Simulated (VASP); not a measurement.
Crystal: AlNi.

```
CELL_PARAMETERS angstrom
2.88100 0.00000 0.00000
0.00000 2.88100 0.00000
0.00000 0.00000 2.88100
ATOMIC_POSITIONS crystal
Ni 0.50000 0.50000 0.50000
Al 0.00000 0.00000 0.00000
```

Base run:

```yaml
Program: VASP 6.6.1
Functional: PBE
Potentials_or_basis: VASP PAW PBE potentials, release 64 (Ni, Al)
Cutoff: 520 eV
k_mesh: 8 × 8 × 8
Occupations: fermi-dirac, width 0.05 eV
Spin: collinear spin, ferromagnetic start
Starting_moments: "[1.0, 0.0] μB"
```

Its results: pressure 2.2 GPa.

**Question.** The run is repeated on the same cell with these changes: moments at the start from [1.0, 0.0] to [1.2, 0.0]; fixed moment from none to 1.2 μB. What comes out?

**Answer.** Pressure 7.9 GPa; site moments Ni +0.88; Al +0.08 μB.

Caveats: the cell stands under pressure (at least some runs); the total moment is fixed, so each spin has its own Fermi level (at least some runs).
